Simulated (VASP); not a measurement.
Write the native input for VASP 6.6.1 that does the following.

```yaml
Task: single point
Functional: LDA
Potentials_or_basis: VASP PAW LDA potentials, release 64 (Rh_pv)
Cutoff: 520 eV
k_mesh: 12 × 12 × 7
Occupations: fermi-dirac, width 0.1 eV
Spin: no spin polarisation
Dipole_correction: no
Further_INCAR_settings: ALGO = Normal; EDIFF = 1e-06; NBANDS = 22
```

The structure of Rh lies in POSCAR:

```
Rh
1.0
    2.7669170555      0.0000000000      0.0000000000
   -1.3834590343      2.3962202665      0.0000000000
    0.0000000000      0.0000000000      4.4867652751
Rh
2
Direct
    0.6666666667      0.3333333333      0.7500000000
    0.3333333333      0.6666666667      0.2500000000
```

These files were run (other wordings do the same):

INCAR

```
PREC = Accurate ; ENCUT = 520
EDIFF = 1E-6 ; ISMEAR = -1
SIGMA = 0.1 ; LREAL = False
LASPH = True ; NELM = 60
ALGO = Normal ; ISIF = 2
LWAVE = False ; LCHARG = False
GGA = CA ; NBANDS = 22
```

KPOINTS

```
Automatic mesh
0
Gamma
  12 12 7
```

Potentials or basis: VASP PAW LDA potentials, release 64 (Rh_pv).

Command:

```sh
$ cat potpaw_LDA.64/Rh_pv/POTCAR > POTCAR
$ mpirun -np 1 vasp_std > vasp.out
```

It gave:

| Quantity | Value |
| --- | --- |
| Pressure | -25.7 GPa |
| Band gap on the k mesh | zero (band 15 reaches 10.94 eV, above the bottom of band 16 at 8.81 eV) |

Wall time 85 s on 1 thread of AMD EPYC 7R13, with other jobs on the host, peak memory 0.13 GiB.
